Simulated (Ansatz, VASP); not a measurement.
# CoC in VASP and in Ansatz

```xyz
2
Lattice="0.0000 1.9928 1.9928 1.9928 0.0000 1.9928 1.9928 1.9928 0.0000" Properties=species:S:1:pos:R:3 pbc="T T T"
Co    0.0000    0.0000    0.0000
C     1.9928    1.9928    1.9928
```

Alike in both runs: functional r2SCAN; k mesh 8 × 8 × 8; occupations gaussian, width 0.1 eV; collinear spin.

Ansatz relaxed the structure, and its values are those at the end. VASP's run is a single point on that final structure, the one shown.

|  | VASP | Ansatz |
| --- | --- | --- |
| version | VASP 6.6.1 | Ansatz 0.2.0 |
| potentials or method | VASP PAW PBE potentials, release 64 (Co_sv, C), cutoff 770 eV | scalar-relativistic, plane waves, PAW |
| valence electrons in the cell | 21 | 21 |

Ansatz gave:

```
gap on the k mesh at the Fermi level (eV)                     : none
pressure (GPa)                                                : -0.1
net moment per atom (μB)                                      : 0.25
size of the moment on the site where the two differ most (μB) : 0.08
```

Question: Estimate VASP's values.

Answer: gap on the k mesh at the Fermi level (eV): none; pressure (GPa): -0.5; net moment per atom (μB): 0.25; size of the moment on the site where the two differ most (μB): 0.07.

VASP's potentials were made for PBE, not for r2SCAN. Site moments also hang on the region over which each program counts them. A gap of «none» marks a metal or a gap that the smearing closes. The functional is the same, so the differences come from potentials, cutoffs and numerics.
